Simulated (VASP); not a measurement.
# Ti3Si4Ni (Pmm2) in VASP: notebook

Ti3Si4Ni is run at these levels: PBE; tasks: single point.

All numbers are computed with VASP 6.6.1; they aren't measurements. Logs are shortened: lines on timing, memory, paths and dates and some standing lists are left out, and cuts for length are marked.

## Step 1: The cell of the first run

Symmetry: Pmm2, No. 25, orthorhombic system. The conventional cell has a = 3.643 Å, b = 6.835 Å, c = 4.597 Å, α = 90.00°, β = 90.00°, γ = 90.00°. Ti (site symmetry mm2) has 8 Si at 2.52 to 3.35 Å and 6 Ti at 2.90 to 3.47 Å within 3.5 Å. Ti (site symmetry mm2) has 8 Si at 2.67 to 2.90 Å and 4 Ti at 2.90 to 2.97 Å and 2 Ni at 3.46 Å within 3.5 Å. Within 3.5 Å of Ti (site symmetry mm2) lie 8 Si at 2.57 to 2.88 Å and 4 Ni at 2.86 to 3.01 Å and 2 Ti at 3.47 Å. Within 3.1 Å of Si (site symmetry m) lie 2 Ni at 2.38 Å and 3 Si at 2.54 to 3.07 Å and 5 Ti at 2.62 to 2.88 Å. Si (site symmetry m) has 1 Ni at 2.41 Å and 6 Ti at 2.52 to 2.90 Å and 2 Si at 2.54 Å within 3.2 Å. Within 3.1 Å of Ni (site symmetry mm2) lie 6 Si at 2.38 to 2.41 Å and 4 Ti at 2.86 to 3.01 Å.

## Step 2: Single point, PBE

Input file INCAR:

```
SYSTEM = Ti3Si4Ni
ALGO = Normal
EDIFF = 1E-6
ENCUT = 520
GGA = PE
ISIF = 2
ISMEAR = 0
LASPH = .TRUE.
LCHARG = .FALSE.
LREAL = .FALSE.
LWAVE = .FALSE.
NBANDS = 41
NELM = 60
PREC = Accurate
SIGMA = 0.2
```

Input file KPOINTS:

```
k-points
0
G
  6 6 4
  0 0 0
```

Input file POSCAR:

```
Ti3Si4Ni
1.0
   -3.6430016418      0.0000000000      0.0000000000
    0.0000000000      0.0000000000     -4.5968661261
    0.0000000000     -6.8348979068      0.0000000000
Ti Si Ni
3 4 1
Direct
    1.0000000000      0.9999961192      0.5000000000
    0.5000000000      0.5099704848      0.5000000000
    1.0000000000      0.8687990017      1.0000000000
    1.0000000000      0.3979497588      0.2246271972
    1.0000000000      0.3979497588      0.7753728028
    0.5000000000      0.0150495439      0.7539258277
    0.5000000000      0.0150495439      0.2460741723
    0.5000000000      0.3892357891      0.0000000000
```

Potentials or basis: VASP PAW PBE potentials, release 64 (Ti_sv, Si, Ni).

Command:

```bash
$ cat potpaw_PBE.64/Ti_sv/POTCAR potpaw_PBE.64/Si/POTCAR potpaw_PBE.64/Ni/POTCAR > POTCAR
$ mpirun -np 1 vasp_std > vasp.out
```

OUTCAR:

```text
SYSTEM = Ti3Si4Ni
   EDIFF = 1E-6
   ENCUT = 520
   GGA = PE
   ISIF = 2
   ISMEAR = 0
   LASPH = .TRUE.
   LREAL = .FALSE.
   NELM = 60
   PREC = Accurate

 ion  position               nearest neighbor table
   1  0.000  1.000  0.500-   6 2.52   7 2.52   6 2.52   7 2.52   4 2.62   5 2.62   2 2.90   2 2.90

   2  0.500  0.510  0.500-   4 2.67   5 2.67   4 2.67   5 2.67   6 2.86   7 2.86   1 2.90   1 2.90
                             6 2.90   7 2.90
   3  0.000  0.869  0.000-   6 2.57   7 2.57   6 2.57   7 2.57   4 2.65   5 2.65   8 2.86   8 2.86
                             4 2.88   5 2.88
   4  0.000  0.398  0.225-   8 2.38   8 2.38   7 2.54   7 2.54   1 2.62   3 2.65   2 2.67   2 2.67
                             3 2.88   5 3.07
   5  0.000  0.398  0.775-   8 2.38   8 2.38   6 2.54   6 2.54   1 2.62   3 2.65   2 2.67   2 2.67
                             3 2.88   4 3.07
   6  0.500  0.015  0.754-   8 2.41   1 2.52   1 2.52   5 2.54   5 2.54   3 2.57   3 2.57   2 2.86
                             2 2.90
   7  0.500  0.015  0.246-   8 2.41   1 2.52   1 2.52   4 2.54   4 2.54   3 2.57   3 2.57   2 2.86
                             2 2.90
   8  0.500  0.389  0.000-   4 2.38   5 2.38   4 2.38   5 2.38   6 2.41   7 2.41   3 2.86   3 2.86

  LATTYP: Found a simple orthorhombic cell.
 ALAT       =     3.6430016418
 B/A-ratio  =     1.2618347665
 C/A-ratio  =     1.8761720633

  Lattice vectors:

 A1 = (  -3.6430016418,   0.0000000000,   0.0000000000)
 A2 = (   0.0000000000,   0.0000000000,  -4.5968661261)
 A3 = (   0.0000000000,  -6.8348979068,   0.0000000000)

Analysis of symmetry for initial positions (statically):
=====================================================================
 Subroutine PRICEL returns:
 Original cell was already a primitive cell.

 Routine SETGRP: Setting up the symmetry group for a
 simple orthorhombic supercell.

 Subroutine GETGRP returns: Found  4 space group operations
 (whereof  4 operations were pure point group operations)
 out of a pool of  8 trial point group operations.

The static configuration has the point symmetry C_2v.

Analysis of symmetry for dynamics (positions and initial velocities):
=====================================================================
 Subroutine PRICEL returns:
 Original cell was already a primitive cell.

 Routine SETGRP: Setting up the symmetry group for a
 simple orthorhombic supercell.

 Subroutine GETGRP returns: Found  4 space group operations
 (whereof  4 operations were pure point group operations)
 out of a pool of  8 trial point group operations.

The dynamic configuration has the point symmetry C_2v.

 Subroutine INISYM returns: Found  4 space group operations
 (whereof  4 operations are pure point group operations),
 and found     1 'primitive' translations

----------------------------------------------------------------------------------------

                                     Primitive cell

  volume of cell :     114.4599

  direct lattice vectors                    reciprocal lattice vectors
    -3.643001642  0.000000000  0.000000000    -0.274498916  0.000000000  0.000000000
     0.000000000  0.000000000 -4.596866126     0.000000000  0.000000000 -0.217539509
     0.000000000 -6.834897907  0.000000000     0.000000000 -0.146307964  0.000000000

  length of vectors
     3.643001642  4.596866126  6.834897907     0.274498916  0.217539509  0.146307964

  position of ions in fractional coordinates (direct lattice)
     0.000000000  0.999996119  0.500000000
     0.500000000  0.509970485  0.500000000
     0.000000000  0.868799002  0.000000000
     0.000000000  0.397949759  0.224627197
     0.000000000  0.397949759  0.775372803
     0.500000000  0.015049544  0.753925828
     0.500000000  0.015049544  0.246074172
     0.500000000  0.389235789  0.000000000

  ion indices of the primitive-cell ions
   primitive index   ion index
                 1           1
                 2           2
                 3           3
                 4           4
                 5           5
                 6           6
                 7           7
                 8           8

----------------------------------------------------------------------------------------

 KPOINTS: k-points

Automatic generation of k-mesh.
 Grid dimensions read from file:
 generate k-points for:    6    6    4

 Generating k-lattice:

  Cartesian coordinates                     Fractional coordinates (reciprocal lattice)
    -0.045749819  0.000000000  0.000000000     0.166666667  0.000000000  0.000000000
     0.000000000  0.000000000 -0.036256585     0.000000000  0.166666667  0.000000000
     0.000000000 -0.036576991  0.000000000     0.000000000  0.000000000  0.250000000

  Length of vectors
     0.045749819  0.036256585  0.036576991

  Shift w.r.t. Gamma in fractional coordinates (k-lattice)
     0.000000000  0.000000000  0.000000000

 Subroutine IBZKPT returns following result:
 ===========================================

 Found     48 irreducible k-points:

 Following reciprocal coordinates:
            Coordinates               Weight
  0.000000  0.000000  0.000000      1.000000
  0.166667  0.000000  0.000000      2.000000
  0.333333  0.000000  0.000000      2.000000
  0.500000  0.000000  0.000000      1.000000
  0.000000  0.166667  0.000000      2.000000
  0.166667  0.166667  0.000000      4.000000
[... 16 lines left out ...]
  0.333333  0.166667  0.250000      8.000000
  0.500000  0.166667  0.250000      4.000000
 [... further k-points ...]
   k-points           NKPTS =     48   k-points in BZ     NKDIM =     48   number of bands    NBANDS=     41
   number of dos      NEDOS =    301   number of ions     NIONS =      8
   total plane-waves  NPLWV =  54432
   dimension x,y,z NGX =    28 NGY =   36 NGZ =   54
   dimension x,y,z NGXF=    56 NGYF=   72 NGZF=  108
   ions per type =               3   4   1
   NGX,Y,Z   is equivalent  to a cutoff of  12.78, 13.02, 13.13 a.u.
   NGXF,Y,Z  is equivalent  to a cutoff of  25.56, 26.04, 26.27 a.u.
 SYSTEM =  Ti3Si4Ni
   PREC   = accura    normal or accurate (medium, high low for compatibility)
   ISTART =      0    job   : 0-new  1-cont  2-samecut
   ICHARG =      2    charge: 1-file 2-atom 10-const
   ISPIN  =      1    spin polarized calculation?
   LNONCOLLINEAR =      F non collinear calculations
   LSORBIT =      F    spin-orbit coupling
   LASPH  =      T    aspherical Exc in radial PAW
   ENCUT  =  520.0 eV  38.22 Ry    6.18 a.u.   6.77  8.55 12.71*2*pi/ulx,y,z
   NELM   =     60;   NELMIN=  2; NELMDL= -5     # of ELM steps
   EDIFF  = 0.1E-05   stopping-criterion for ELM
   LREAL  =      F    real-space projection
   EDIFFG = 0.1E-04   stopping-criterion for IOM
   NSW    =      0    number of steps for IOM
   IBRION =     -1    ionic relax: 0-MD 1-quasi-New 2-CG
   NFREE  =      0    steps in history (QN), initial steepest desc. (CG)
   ISIF   =      2    stress and relaxation
   ISYM   =      2    0-nonsym 1-usesym 2-fastsym
   POTIM  = 0.5000    time-step for ionic-motion
   TEBEG  =    0.0;   TEEND  =   0.0 temperature during run
   PSTRESS=    0.0 pullay stress
   NELECT =      62.0000    total number of electrons
   NUPDOWN=      -1.0000    fix difference up-down
   EMIN   =  10.00;   EMAX   =-10.00  energy-range for DOS
   EFERMI =   0.00;   METHOD = LEGACY
   ISMEAR =     0;   SIGMA  =   0.20  broadening in eV -4-tet -1-fermi 0-gaus
   EFERMI_NEDOS =   21; number of points for ismear=-14 and -15
   IALGO  =     38    algorithm
   IMIX   =      4    mixing-type and parameters
     AMIX     =   0.40;   BMIX     =  1.00
     AMIX_MAG =   1.60;   BMIX_MAG =  1.00
  volume/ion in A,a.u.               =      14.31        96.55
  Fermi-wavevector in a.u.,A,eV,Ry     =   1.334507  2.521853 24.230750  1.780910
  Thomas-Fermi vector in A             =   2.463283
   LORBIT       =      0    0 simple, 1 ext, 2 COOP (PROOUT), +10 PAW based schemes
   GGA     = PE    functional components
   LHFCALC =     F    Hartree Fock is set to
   AEXX    =    0.0000 exact exchange contribution
   IVDW    =     0    specifies the selected vdW correction
   LEPSILON=     F    determine dielectric tensor
   LRPA    =     F    only Hartree local field effects (RPA)
 non-spin polarized calculation
 Gauss-broadening in eV      SIGMA  =   0.20
  energy-cutoff  :      520.00
  volume of cell :      114.46
 maximum number of plane-waves:      3113
 NGX is ok and might be reduce to    28
   NGX = 13   NGY = 17   NGZ = 25

 number of electron      62.0000004 magnetization

 Free energy of the ion-electron system (eV)
  ---------------------------------------------------
  ext. energy  EPLUGINS =         0.00000000
  ---------------------------------------------------
  free energy    TOTEN  =       -54.49309299 eV

  energy without entropy =      -54.40722967  energy(sigma->0) =      -54.45016133

 E-fermi :   9.9179     XC(G=0): -11.7048

 val. band max:        9.9109109778   @ k =   0.3333   0.5000   0.0000
 cond. band min:       9.9205731458   @ k =   0.0000   0.3333   0.2500
 fundamental gap:      0.0096621680
 Fermi energy:         9.9179140899

 k-point     1 :       0.0000    0.0000    0.0000
  band No.  band energies     occupation
      1     -47.1141      2.00000
      2     -46.8750      2.00000
      3     -46.6459      2.00000
      4     -23.5843      2.00000
      5     -23.4068      2.00000
      6     -23.2902      2.00000
[... 33 lines left out ...]
     40      12.5249      0.00000
     41      13.2970      0.00000

 k-point     2 :       0.1667    0.0000    0.0000
  band No.  band energies     occupation
      1     -47.1127      2.00000
      2     -46.8744      2.00000
      3     -46.6460      2.00000
      4     -23.5821      2.00000
      5     -23.3898      2.00000
      6     -23.2934      2.00000
[... 33 lines left out ...]
     40      12.4027      0.00000
     41      12.4972      0.00000

 k-point     3 :       0.3333    0.0000    0.0000
  band No.  band energies     occupation
      1     -47.1100      2.00000
      2     -46.8731      2.00000
      3     -46.6462      2.00000
      4     -23.5776      2.00000
      5     -23.3523      2.00000
      6     -23.2985      2.00000
[... 33 lines left out ...]
     40      12.2437      0.00000
     41      12.4195      0.00000

 k-point     4 :       0.5000    0.0000    0.0000
  band No.  band energies     occupation
      1     -47.1087      2.00000
      2     -46.8724      2.00000
      3     -46.6463      2.00000
      4     -23.5754      2.00000
      5     -23.3311      2.00000
      6     -23.3002      2.00000
[... 825 lines left out ...]
     40      12.2220      0.00000
     41      12.7557      0.00000

 k-point    23 :       0.3333    0.1667    0.2500
  band No.  band energies     occupation
      1     -47.1098      2.00000
      2     -46.8730      2.00000
      3     -46.6464      2.00000
      4     -23.5773      2.00000
      5     -23.3725      2.00000
      6     -23.3007      2.00000
[... 33 lines left out ...]
     40      12.1882      0.00000
     41      12.7716      0.00000

 k-point    24 :       0.5000    0.1667    0.2500
  band No.  band energies     occupation
      1     -47.1087      2.00000
      2     -46.8724      2.00000
      3     -46.6463      2.00000
      4     -23.5753      2.00000
      5     -23.3559      2.00000
      6     -23.3205      2.00000
[... 33 lines left out ...]
     40      11.9909      0.00000
     41      12.8222      0.00000

 [... further k-points ...]

------------------------ aborting loop because EDIFF is reached ----------------------------------------

  FORCE on cell =-STRESS in cart. coord.  units (eV):
  Direction    XX          YY          ZZ          XY          YZ          ZX
  --------------------------------------------------------------------------------------
  -------------------------------------------------------------------------------------
  Total        0.0446387      0.1601722     -0.0467018      0.0000000      0.0000000      0.0000000
  in kB        0.6248401      2.2420455     -0.6537183      0.0000000      0.0000000      0.0000000
  external PRESSURE =       0.7377224 kB  Pullay stress =       0.0000000 kB

 VOLUME and BASIS-vectors are now :
 -----------------------------------------------------------------------------
  energy-cutoff  :      520.00
  volume of cell :      114.46
      direct lattice vectors                 reciprocal lattice vectors
    -3.643001642  0.000000000  0.000000000    -0.274498916  0.000000000  0.000000000
     0.000000000  0.000000000 -4.596866126     0.000000000  0.000000000 -0.217539509
     0.000000000 -6.834897907  0.000000000     0.000000000 -0.146307964  0.000000000

 POSITION                                       TOTAL-FORCE (eV/Angst)
 -----------------------------------------------------------------------------------
      0.00000     -3.41745     -4.59685         0.000000      0.000000      0.018692
     -1.82150     -3.41745     -2.34427         0.000000      0.000000      0.010364
      0.00000      0.00000     -3.99375         0.000000      0.000000     -0.028979
      0.00000     -1.53530     -1.82932         0.000000     -0.014289     -0.000479
      0.00000     -5.29959     -1.82932         0.000000      0.014289     -0.000479
     -1.82150     -5.15301     -0.06918         0.000000     -0.017451      0.000435
     -1.82150     -1.68189     -0.06918         0.000000      0.017451      0.000435
     -1.82150      0.00000     -1.78926         0.000000      0.000000      0.000012
 -----------------------------------------------------------------------------------
    total drift:                               -0.000000      0.000001     -0.000142

  FREE ENERGIE OF THE ION-ELECTRON SYSTEM (eV)
  ---------------------------------------------------
  free  energy   TOTEN  =       -54.4930929932 eV

  energy  without entropy=      -54.4072296729  energy(sigma->0) =      -54.45016133
```

It took 8.9 min on 1 thread of Intel Xeon 8259CL, shared host; peak memory 0.34 GiB.

Results:

- Free energy: -54.4931 eV
- Pressure: 0.1 GPa
- Largest force: 0.029 eV/Å
- Band gap on the k mesh: zero (bands 31 and 32 overlap by 0.87 eV)

Forces on the atoms (eV/Å):
```
Ti   0.000  0.000  0.019
Ti   0.000  0.000  0.010
Ti   0.000  0.000 -0.029
Si   0.000 -0.014  0.000
Si   0.000  0.014  0.000
Si   0.000 -0.017  0.000
Si   0.000  0.017  0.000
Ni   0.000  0.000  0.000
```

Levels at points of the mesh, in eV from the Fermi level:
```tsv
k point	band 29	band 30	band 31	band 32	band 33	band 34
(0.00, 0.00, 0.00)	-0.61	-0.37	-0.12	0.21	0.82	0.91
(0.50, 0.00, 0.00)	-1.41	-1.29	-0.64	0.54	0.58	0.75
(0.00, 0.50, 0.00)	-0.50	-0.15	0.21	0.25	0.41	0.47
(0.50, 0.50, 0.00)	-0.90	-0.86	-0.15	0.53	0.63	1.35
(0.00, 0.00, 0.50)	-0.80	-0.53	0.36	0.72	0.82	0.95
(0.50, 0.00, 0.50)	-1.57	-1.39	-1.02	-0.51	0.19	1.38
(0.00, 0.50, 0.50)	-0.86	-0.78	0.02	0.20	0.38	0.39
(0.50, 0.50, 0.50)	-1.26	-1.00	0.27	0.62	0.87	1.47
```

Spin polarisation is off, so any magnetic state and its effect on volume and gap are missing.

## Step 3: Single point, PBE

Input file INCAR:

```
SYSTEM = Ti3Si4Ni
PREC     = Accurate       ! precision mode
ENCUT    = 520            ! plane-wave cutoff, eV
EDIFF    = 1E-6           ! SCF threshold, eV
ISMEAR   = 0              ! smearing method
SIGMA    = 0.1            ! smearing width, eV
LREAL    = .False.        ! projectors in reciprocal space
LASPH    = .True.         ! aspherical terms in the spheres
NELM     = 60             ! most SCF steps
ALGO     = Normal         ! electronic algorithm
ISIF     = 2              ! what is computed and relaxed
LWAVE    = .False.        ! write WAVECAR
LCHARG   = .False.        ! write CHGCAR
GGA      = PE             ! functional
NBANDS   = 41             ! bands
```

Input file KPOINTS:

```
regular mesh
0
Gamma
  10 6 8
  0 0 0
```

Input file POSCAR:

```
Ti3Si4Ni
1.0
    3.6430016418      0.0000000000      0.0000000000
    0.0000000000      6.8348979068      0.0000000000
    0.0000000000      0.0000000000      4.5968661261
Ti Si Ni
3 4 1
Direct
    0.0000000000      0.5000000000      0.0000038808
    0.5000000000      0.5000000000      0.4900295152
    0.0000000000      0.0000000000      0.1312009983
    0.0000000000      0.7753728028      0.6020502412
    0.0000000000      0.2246271972      0.6020502412
    0.5000000000      0.2460741723      0.9849504561
    0.5000000000      0.7539258277      0.9849504561
    0.5000000000      0.0000000000      0.6107642109
```

Potentials or basis: VASP PAW PBE potentials, release 64 (Ti_sv, Si, Ni).

Command:

```bash
$ cat potpaw_PBE.64/Ti_sv/POTCAR potpaw_PBE.64/Si/POTCAR potpaw_PBE.64/Ni/POTCAR > POTCAR
$ mpirun -np 1 vasp_std > vasp.out
```

OUTCAR:

```text
SYSTEM = Ti3Si4Ni
   PREC = Accurate
   ENCUT = 520
   EDIFF = 1E-6
   ISMEAR = 0
   LREAL = .False.
   LASPH = .True.
   NELM = 60
   ISIF = 2
   GGA = PE

 ion  position               nearest neighbor table
   1  0.000  0.500  0.000-   6 2.52   7 2.52   6 2.52   7 2.52   4 2.62   5 2.62   2 2.90   2 2.90

   2  0.500  0.500  0.490-   4 2.67   5 2.67   4 2.67   5 2.67   6 2.86   7 2.86   1 2.90   1 2.90
                             7 2.90   6 2.90
   3  0.000  0.000  0.131-   6 2.57   7 2.57   6 2.57   7 2.57   4 2.65   5 2.65   8 2.86   8 2.86
                             5 2.88   4 2.88
   4  0.000  0.775  0.602-   8 2.38   8 2.38   7 2.54   7 2.54   1 2.62   3 2.65   2 2.67   2 2.67
                             3 2.88   5 3.07
[... 1279 lines left out ...]
  external PRESSURE =       0.2033288 kB  Pullay stress =       0.0000000 kB

 VOLUME and BASIS-vectors are now :
 -----------------------------------------------------------------------------
  energy-cutoff  :      520.00
  volume of cell :      114.46
      direct lattice vectors                 reciprocal lattice vectors
     3.643001642  0.000000000  0.000000000     0.274498916  0.000000000  0.000000000
     0.000000000  6.834897907  0.000000000     0.000000000  0.146307964  0.000000000
     0.000000000  0.000000000  4.596866126     0.000000000  0.000000000  0.217539509

 POSITION                                       TOTAL-FORCE (eV/Angst)
 -----------------------------------------------------------------------------------
      0.00000      3.41745      0.00002         0.000000      0.000000     -0.000666
      1.82150      3.41745      2.25260         0.000000      0.000000     -0.001950
      0.00000      0.00000      0.60311         0.000000      0.000000      0.001534
      0.00000      5.29959      2.76754         0.000000     -0.007903      0.001177
      0.00000      1.53530      2.76754         0.000000      0.007903      0.001177
      1.82150      1.68189      4.52769        -0.000000      0.004636      0.000101
      1.82150      5.15301      4.52769         0.000000     -0.004636      0.000101
      1.82150      0.00000      2.80760         0.000000      0.000000     -0.001475
 -----------------------------------------------------------------------------------
    total drift:                                0.000000      0.000000     -0.000125

  FREE ENERGIE OF THE ION-ELECTRON SYSTEM (eV)
  ---------------------------------------------------
  free  energy   TOTEN  =       -54.4618680660 eV

  energy  without entropy=      -54.4416634854  energy(sigma->0) =      -54.45176578
```

Run time: 15 min. Hardware: 1 thread of Intel Xeon 8259CL, shared host; peak memory 0.57 GiB.

Results:

```yaml
Free_energy: -54.4619 eV
Pressure: 0.0 GPa
Largest_force: 0.008 eV/Å
Band_gap_on_the_k_mesh: zero (bands 31 and 32 overlap by 0.94 eV)
```

Forces in eV/Å, atoms in the order of the input:
```
Ti   0.000  0.000 -0.001
Ti   0.000  0.000 -0.002
Ti   0.000  0.000  0.002
Si   0.000 -0.008  0.001
Si   0.000  0.008  0.001
Si   0.000  0.005  0.000
Si   0.000 -0.005  0.000
Ni   0.000  0.000 -0.001
```

Stress tensor (GPa, compression positive):
```
 0.03  0.00  0.00
 0.00  0.07  0.00
 0.00  0.00 -0.03
```
